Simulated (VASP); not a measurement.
# MgO2 (R-3m) in VASP: a series of runs

The runs below take MgO2 through single point, with r2SCAN.

Everything below comes from runs of VASP 6.6.1. Logs are shortened: lines on timing, memory, paths and dates and some standing lists are left out, and cuts for length are marked.

## (1) The cell of the first run

Symmetry: R-3m, No. 166, trigonal system. Conventional cell: a = 3.161 Å, b = 3.161 Å, c = 10.167 Å, α = 90.00°, β = 90.00°, γ = 120.00°. Within 2.7 Å of Mg (site symmetry -3m) lie 6 O at 2.07 Å. Within 1.9 Å of O (site symmetry 3m) lie 1 O at 1.45 Å.

## (2) Single point, r2SCAN (strain -0.015 along x and y, -0.030 along z)

The input, POSCAR:

```
MgO2
1.0
    1.5806896008      0.9126115665      3.3891595087
   -1.5806896008      0.9126115665      3.3891595087
    0.0000000000     -1.8252231330      3.3891595087
Mg O
1 2
Direct
    0.0000000000      0.0000000000      0.0000000000
    0.4287860000      0.4287860000      0.4287860000
    0.5712140000      0.5712140000      0.5712140000
```

The input, INCAR.step1:

```
SYSTEM = MgO2
ALGO = Normal
EDIFF = 1E-4
ENCUT = 520
GGA = PE
ISMEAR = 0
LASPH = .TRUE.
LCHARG = .FALSE.
LREAL = .FALSE.
LWAVE = .TRUE.
NBANDS = 14
NELM = 80
PREC = Accurate
SIGMA = 0.05
```

The input, INCAR.step2:

```
SYSTEM = MgO2
ALGO = Normal
EDIFF = 1E-6
ENCUT = 520
ISIF = 2
ISMEAR = 0
ISTART = 1
LASPH = .TRUE.
LCHARG = .TRUE.
LELF = .TRUE.
LMIXTAU = .TRUE.
LREAL = .FALSE.
LVHAR = .TRUE.
LWAVE = .FALSE.
METAGGA = R2SCAN
NBANDS = 14
NELM = 80
PREC = Accurate
SIGMA = 0.05
```

The input, KPOINTS:

```
k-points
0
G
  12 12 12
  0 0 0
```

Potentials or basis: VASP PAW PBE potentials, release 64 (Mg, O).

The run is started by

```console
$ cat potpaw_PBE.64/Mg/POTCAR potpaw_PBE.64/O/POTCAR > POTCAR
$ cp INCAR.step1 INCAR
$ mpirun -np 1 vasp_std > vasp.out
$ cp INCAR.step2 INCAR
$ mpirun -np 1 vasp_std > vasp.out
```

OUTCAR:

```text
SYSTEM = MgO2
   EDIFF = 1E-6
   ENCUT = 520
   ISIF = 2
   ISMEAR = 0
   ISTART = 1
   LASPH = .TRUE.
   LREAL = .FALSE.
   METAGGA = R2SCAN
   NELM = 80
   PREC = Accurate

 ion  position               nearest neighbor table
   1  0.000  0.000  0.000-   3 2.07   2 2.07   3 2.07   3 2.07   2 2.07   2 2.07
   2  0.429  0.429  0.429-   3 1.45   1 2.07   1 2.07   1 2.07
   3  0.571  0.571  0.571-   2 1.45   1 2.07   1 2.07   1 2.07

  LATTYP: Found a trigonal (rhomboedric) cell.
 ALAT       =     3.8493949733
 COS(alpha) =     0.6627606542

  Lattice vectors:

 A1 = (   1.5806896008,   0.9126115665,   3.3891595087)
 A2 = (  -1.5806896008,   0.9126115665,   3.3891595087)
 A3 = (   0.0000000000,  -1.8252231330,   3.3891595087)

Analysis of symmetry for initial positions (statically):
=====================================================================
 Subroutine PRICEL returns:
 Original cell was already a primitive cell.

 Routine SETGRP: Setting up the symmetry group for a
 trigonal (rhombohedral) supercell.

 Subroutine GETGRP returns: Found 12 space group operations
 (whereof 12 operations were pure point group operations)
 out of a pool of 12 trial point group operations.

The static configuration has the point symmetry D_3d.

Analysis of symmetry for dynamics (positions and initial velocities):
=====================================================================
 Subroutine PRICEL returns:
 Original cell was already a primitive cell.

 Routine SETGRP: Setting up the symmetry group for a
 trigonal (rhombohedral) supercell.

 Subroutine GETGRP returns: Found 12 space group operations
 (whereof 12 operations were pure point group operations)
 out of a pool of 12 trial point group operations.

The dynamic configuration has the point symmetry D_3d.

 Subroutine INISYM returns: Found 12 space group operations
 (whereof 12 operations are pure point group operations),
 and found     1 'primitive' translations

----------------------------------------------------------------------------------------

                                     Primitive cell

  volume of cell :      29.3343

  direct lattice vectors                    reciprocal lattice vectors
     1.580689601  0.912611566  3.389159509     0.316317637  0.182626073  0.098352802
    -1.580689601  0.912611566  3.389159509    -0.316317637  0.182626073  0.098352802
     0.000000000 -1.825223133  3.389159509     0.000000000 -0.365252146  0.098352802

  length of vectors
     3.849394973  3.849394973  3.849394973     0.378262348  0.378262348  0.378262348

  position of ions in fractional coordinates (direct lattice)
     0.000000000  0.000000000  0.000000000
     0.428786000  0.428786000  0.428786000
     0.571214000  0.571214000  0.571214000

  ion indices of the primitive-cell ions
   primitive index   ion index
                 1           1
                 2           2
                 3           3

----------------------------------------------------------------------------------------

 KPOINTS: k-points

Automatic generation of k-mesh.
 Grid dimensions read from file:
 generate k-points for:   12   12   12

 Generating k-lattice:

  Cartesian coordinates                     Fractional coordinates (reciprocal lattice)
     0.026359803  0.015218839  0.008196067     0.083333333 -0.000000000  0.000000000
    -0.026359803  0.015218839  0.008196067    -0.000000000  0.083333333  0.000000000
     0.000000000 -0.030437679  0.008196067     0.000000000  0.000000000  0.083333333

  Length of vectors
     0.031521862  0.031521862  0.031521862

  Shift w.r.t. Gamma in fractional coordinates (k-lattice)
     0.000000000  0.000000000  0.000000000

 Subroutine IBZKPT returns following result:
 ===========================================

 Found    189 irreducible k-points:

 Following reciprocal coordinates:
            Coordinates               Weight
  0.000000  0.000000  0.000000      1.000000
  0.083333 -0.000000 -0.000000      6.000000
  0.166667 -0.000000 -0.000000      6.000000
  0.250000  0.000000  0.000000      6.000000
  0.333333 -0.000000  0.000000      6.000000
  0.416667  0.000000  0.000000      6.000000
[... 16 lines left out ...]
  0.500000  0.166667  0.000000     12.000000
 -0.416667  0.166667  0.000000     12.000000
 [... further k-points ...]
   k-points           NKPTS =    189   k-points in BZ     NKDIM =    189   number of bands    NBANDS=     14
   number of dos      NEDOS =    301   number of ions     NIONS =      3
   total plane-waves  NPLWV =  27000
   dimension x,y,z NGX =    30 NGY =   30 NGZ =   30
   dimension x,y,z NGXF=    60 NGYF=   60 NGZF=   60
   ions per type =               1   2
   NGX,Y,Z   is equivalent  to a cutoff of  12.96, 12.96, 12.96 a.u.
   NGXF,Y,Z  is equivalent  to a cutoff of  25.91, 25.91, 25.91 a.u.
 SYSTEM =  MgO2
   PREC   = accura    normal or accurate (medium, high low for compatibility)
   ISTART =      1    job   : 0-new  1-cont  2-samecut
   ICHARG =      0    charge: 1-file 2-atom 10-const
   ISPIN  =      1    spin polarized calculation?
   LNONCOLLINEAR =      F non collinear calculations
   LSORBIT =      F    spin-orbit coupling
   LASPH  =      T    aspherical Exc in radial PAW
   ENCUT  =  520.0 eV  38.22 Ry    6.18 a.u.   7.16  7.16  7.16*2*pi/ulx,y,z
   NELM   =     80;   NELMIN=  2; NELMDL=  0     # of ELM steps
   EDIFF  = 0.1E-05   stopping-criterion for ELM
   LREAL  =      F    real-space projection
   EDIFFG = 0.1E-04   stopping-criterion for IOM
   NSW    =      0    number of steps for IOM
   IBRION =     -1    ionic relax: 0-MD 1-quasi-New 2-CG
   NFREE  =      0    steps in history (QN), initial steepest desc. (CG)
   ISIF   =      2    stress and relaxation
   ISYM   =      2    0-nonsym 1-usesym 2-fastsym
   POTIM  = 0.5000    time-step for ionic-motion
   TEBEG  =    0.0;   TEEND  =   0.0 temperature during run
   PSTRESS=    0.0 pullay stress
   NELECT =      14.0000    total number of electrons
   NUPDOWN=      -1.0000    fix difference up-down
   EMIN   =  10.00;   EMAX   =-10.00  energy-range for DOS
   EFERMI =   0.00;   METHOD = LEGACY
   ISMEAR =     0;   SIGMA  =   0.05  broadening in eV -4-tet -1-fermi 0-gaus
   EFERMI_NEDOS =   21; number of points for ismear=-14 and -15
   IALGO  =     38    algorithm
   IMIX   =      4    mixing-type and parameters
     AMIX     =   0.40;   BMIX     =  1.00
     AMIX_MAG =   1.60;   BMIX_MAG =  1.00
  volume/ion in A,a.u.               =       9.78        65.99
  Fermi-wavevector in a.u.,A,eV,Ry     =   1.279358  2.417637 22.269444  1.636758
  Thomas-Fermi vector in A             =   2.411848
   LORBIT       =      0    0 simple, 1 ext, 2 COOP (PROOUT), +10 PAW based schemes
   METAGGA = R2SCAN    functional components
   LHFCALC =     F    Hartree Fock is set to
   AEXX    =    0.0000 exact exchange contribution
   IVDW    =     0    specifies the selected vdW correction
   LEPSILON=     F    determine dielectric tensor
   LRPA    =     F    only Hartree local field effects (RPA)
 non-spin polarized calculation
 Gauss-broadening in eV      SIGMA  =   0.05
  energy-cutoff  :      520.00
  volume of cell :       29.33
 maximum number of plane-waves:       810
 NGX is ok and might be reduce to    30
   NGX = 15   NGY = 15   NGZ = 15

 number of electron      14.0000000 magnetization

 Free energy of the ion-electron system (eV)
  ---------------------------------------------------
  ext. energy  EPLUGINS =         0.00000000
  ---------------------------------------------------
  free energy    TOTEN  =       -21.54747228 eV

  energy without entropy =      -21.54747228  energy(sigma->0) =      -21.54747228

 E-fermi :   3.2039     XC(G=0): -11.0500

 val. band max:        2.8660611130   @ k =   0.5000   0.5000   0.5000
 cond. band min:       6.4236411021   @ k =   0.5000   0.5000   0.5000
 fundamental gap:      3.5575799891
 Fermi energy:         3.2038644906

 k-point     1 :       0.0000    0.0000    0.0000
  band No.  band energies     occupation
      1     -20.2005      2.00000
      2     -12.5049      2.00000
      3      -5.2175      2.00000
      4      -0.9720      2.00000
      5      -0.9720      2.00000
      6       1.9263      2.00000
      7       1.9263      2.00000
      8       8.2103      0.00000
      9       8.9626      0.00000
     10      16.6645      0.00000
     11      18.6816      0.00000
     12      18.6816      0.00000
     13      18.7580      0.00000
     14      21.0897      0.00000

 k-point     2 :       0.0833   -0.0000   -0.0000
  band No.  band energies     occupation
      1     -20.1673      2.00000
      2     -12.5298      2.00000
      3      -5.1650      2.00000
      4      -1.1711      2.00000
      5      -0.9976      2.00000
      6       1.8828      2.00000
      7       1.8946      2.00000
      8       8.4298      0.00000
      9       9.0261      0.00000
     10      16.6801      0.00000
     11      17.9355      0.00000
     12      18.8663      0.00000
     13      18.8875      0.00000
     14      20.7615      0.00000

 k-point     3 :       0.1667   -0.0000   -0.0000
  band No.  band energies     occupation
      1     -20.0753      2.00000
      2     -12.5974      2.00000
      3      -5.0212      2.00000
      4      -1.6830      2.00000
      5      -1.0662      2.00000
      6       1.7861      2.00000
      7       1.8089      2.00000
      8       8.7166      0.00000
      9       9.4592      0.00000
     10      16.5506      0.00000
     11      16.8987      0.00000
     12      19.1089      0.00000
     13      19.4909      0.00000
     14      20.0499      0.00000

 k-point     4 :       0.2500    0.0000    0.0000
  band No.  band energies     occupation
      1     -19.9460      2.00000
      2     -12.6900      2.00000
      3      -4.8183      2.00000
      4      -2.3337      2.00000
      5      -1.1575      2.00000
      6       1.6938      2.00000
      7       1.7051      2.00000
      8       8.6851      0.00000
      9      10.3808      0.00000
     10      15.5986      0.00000
     11      16.8835      0.00000
     12      19.0410      0.00000
     13      19.6566      0.00000
     14      20.4402      0.00000

 k-point     5 :       0.3333   -0.0000    0.0000
  band No.  band energies     occupation
      1     -19.8117      2.00000
      2     -12.7831      2.00000
      3      -4.5869      2.00000
      4      -2.9713      2.00000
      5      -1.2462      2.00000
      6       1.5811      2.00000
      7       1.6822      2.00000
      8       8.5232      0.00000
      9      11.3605      0.00000
     10      14.8586      0.00000
     11      16.9074      0.00000
[... 276 lines left out ...]
 k-point    22 :       0.4167    0.1667   -0.0000
  band No.  band energies     occupation
      1     -19.7155      2.00000
      2     -13.0035      2.00000
      3      -4.1250      2.00000
      4      -3.0914      2.00000
      5      -1.5874      2.00000
      6       1.2314      2.00000
      7       2.0692      2.00000
      8       8.1825      0.00000
      9      12.2171      0.00000
     10      14.2784      0.00000
     11      16.4566      0.00000
     12      18.9655      0.00000
     13      19.9250      0.00000
     14      21.3770      0.00000

 k-point    23 :       0.5000    0.1667    0.0000
  band No.  band energies     occupation
      1     -19.6435      2.00000
      2     -12.9969      2.00000
      3      -3.9996      2.00000
      4      -3.4706      2.00000
      5      -1.6833      2.00000
      6       1.2348      2.00000
      7       1.8899      2.00000
      8       8.1673      0.00000
      9      13.0383      0.00000
     10      13.9870      0.00000
     11      16.7433      0.00000
     12      19.0096      0.00000
     13      19.4289      0.00000
     14      21.5131      0.00000

 k-point    24 :      -0.4167    0.1667    0.0000
  band No.  band energies     occupation
      1     -19.6325      2.00000
      2     -12.9362      2.00000
      3      -4.2279      2.00000
      4      -3.3498      2.00000
      5      -1.7381      2.00000
      6       1.2939      2.00000
      7       1.6720      2.00000
      8       8.2619      0.00000
      9      13.0906      0.00000
     10      14.2315      0.00000
     11      17.0346      0.00000
     12      18.8856      0.00000
     13      19.2616      0.00000
     14      21.4981      0.00000

 [... further k-points ...]

------------------------ aborting loop because EDIFF is reached ----------------------------------------

  FORCE on cell =-STRESS in cart. coord.  units (eV):
  Direction    XX          YY          ZZ          XY          YZ          ZX
  --------------------------------------------------------------------------------------
  -------------------------------------------------------------------------------------
  Total       -0.1254913     -0.1254913      2.3915978      0.0000000      0.0000000     -0.0000000
  in kB       -6.8540698     -6.8540698    130.6239772      0.0000000      0.0000000     -0.0000000
  external PRESSURE =      38.9719459 kB  Pullay stress =       0.0000000 kB

 VOLUME and BASIS-vectors are now :
 -----------------------------------------------------------------------------
  energy-cutoff  :      520.00
  volume of cell :       29.33
      direct lattice vectors                 reciprocal lattice vectors
     1.580689601  0.912611566  3.389159509     0.316317637  0.182626073  0.098352802
    -1.580689601  0.912611566  3.389159509    -0.316317637  0.182626073  0.098352802
     0.000000000 -1.825223133  3.389159509     0.000000000 -0.365252146  0.098352802

 POSITION                                       TOTAL-FORCE (eV/Angst)
 -----------------------------------------------------------------------------------
      0.00000      0.00000      0.00000        -0.000000      0.000000      0.000000
      0.00000      0.00000      4.35967         0.000000     -0.000000     -0.820018
      0.00000      0.00000      5.80781         0.000000      0.000000      0.820018
 -----------------------------------------------------------------------------------
    total drift:                                0.000000     -0.000000      0.000000

  FREE ENERGIE OF THE ION-ELECTRON SYSTEM (eV)
  ---------------------------------------------------
  free  energy   TOTEN  =       -21.5474722768 eV

  energy  without entropy=      -21.5474722768  energy(sigma->0) =      -21.54747228
```

Wall time 8.9 min (1 thread of Intel Xeon 8259CL, shared host); peak memory 0.23 GiB.

Results:

```
Free energy            : -21.5475 eV
Pressure               : 3.9 GPa
Largest force          : 0.820 eV/Å
Band gap on the k mesh : 3.56 eV
```

Forces in eV/Å, atoms in the order of the input:
```
Mg   0.000  0.000  0.000
O    0.000  0.000 -0.820
O    0.000  0.000  0.820
```

Stress tensor (GPa, compression positive):
```
-0.69  0.00  0.00
 0.00 -0.69  0.00
 0.00  0.00 13.06
```

Levels at points of the mesh, in eV from the valence-band top:
```tsv
k point	band 5	band 6	band 7	band 8	band 9	band 10
(0.00, 0.00, 0.00)	-3.84	-0.94	-0.94	5.34	6.10	13.80
(0.50, 0.00, 0.00)	-4.20	-1.40	-1.15	5.42	9.47	11.46
(0.50, 0.50, 0.00)	-4.93	-2.22	-0.15	4.77	8.50	12.05
(0.50, 0.50, 0.50)	-4.43	0.00	0.00	3.56	5.52	11.08
```

Caveat: the cell differs from its parent crystal (strain -0.015 along x and y, -0.030 along z); the cell stands under pressure; the PAW data sets were made with another functional, which shifts forces and pressure a little. A k mesh can miss the band edges.

## (3) Single point, r2SCAN (strain -0.030 along x and y, +0.015 along z)

The input, POSCAR:

```
MgO2
1.0
    1.5566181855      0.8987139284      3.5463885580
   -1.5566181855      0.8987139284      3.5463885580
    0.0000000000     -1.7974278569      3.5463885580
Mg O
1 2
Direct
    0.0000000000      0.0000000000      0.0000000000
    0.4287860000      0.4287860000      0.4287860000
    0.5712140000      0.5712140000      0.5712140000
```

The input, INCAR.step1:

```
  ALGO = Normal
  EDIFF = 1E-4
  ENCUT = 520
  GGA = PE
  ISMEAR = 0
  LASPH = T
  LCHARG = F
  LREAL = F
  LWAVE = T
  NBANDS = 14
  NELM = 60
  PREC = Accurate
  SIGMA = 0.05
```

The input, INCAR.step2:

```
  ALGO = Normal
  EDIFF = 1E-6
  ENCUT = 520
  ISIF = 2
  ISMEAR = 0
  ISTART = 1
  LASPH = T
  LCHARG = F
  LMIXTAU = T
  LREAL = F
  LWAVE = F
  METAGGA = R2SCAN
  NBANDS = 14
  NELM = 60
  PREC = Accurate
  SIGMA = 0.05
```

The input, KPOINTS:

```
k-points
0
Gamma
  12 12 12
```

Potentials or basis: VASP PAW PBE potentials, release 64 (Mg, O).

The run is started by

```console
$ cat potpaw_PBE.64/Mg/POTCAR potpaw_PBE.64/O/POTCAR > POTCAR
$ cp INCAR.step1 INCAR
$ mpirun -np 1 vasp_std > vasp.out
$ cp INCAR.step2 INCAR
$ mpirun -np 1 vasp_std > vasp.out
```

Run time: 8 min. Hardware: 1 thread of Intel Xeon 8259CL, shared host; peak memory 0.22 GiB.

The run converged. Its results:

```
Free energy            : -21.5412 eV
Pressure               : -2.0 GPa
Largest force          : 0.725 eV/Å
Band gap on the k mesh : 2.50 eV
```

Forces in eV/Å, atoms in the order of the input:
```
Mg   0.000  0.000  0.000
O    0.000  0.000  0.725
O    0.000  0.000 -0.725
```

Stress tensor (GPa, compression positive):
```
  3.15   0.00   0.00
  0.00   3.15   0.00
  0.00   0.00 -12.41
```

Levels at points of the mesh, in eV from the valence-band top:
```csv
k point,band 4,band 5,band 6,band 7,band 8,band 9,band 10,band 11
"(0.00, 0.00, 0.00)",-3.16,-3.16,-0.81,-0.81,5.30,5.97,13.27,15.23
"(0.50, 0.00, 0.00)",-6.11,-3.57,-1.35,-1.26,4.52,10.03,12.22,14.10
"(0.50, 0.50, 0.00)",-5.47,-4.22,-2.29,-0.22,3.80,9.31,12.81,13.99
"(0.50, 0.50, 0.50)",-3.70,-3.70,0.00,0.00,2.50,6.35,10.84,16.26
```

Caveat: the cell differs from its parent crystal (strain -0.030 along x and y, +0.015 along z); the PAW data sets were made with another functional, which shifts forces and pressure a little. A k mesh can miss the band edges.
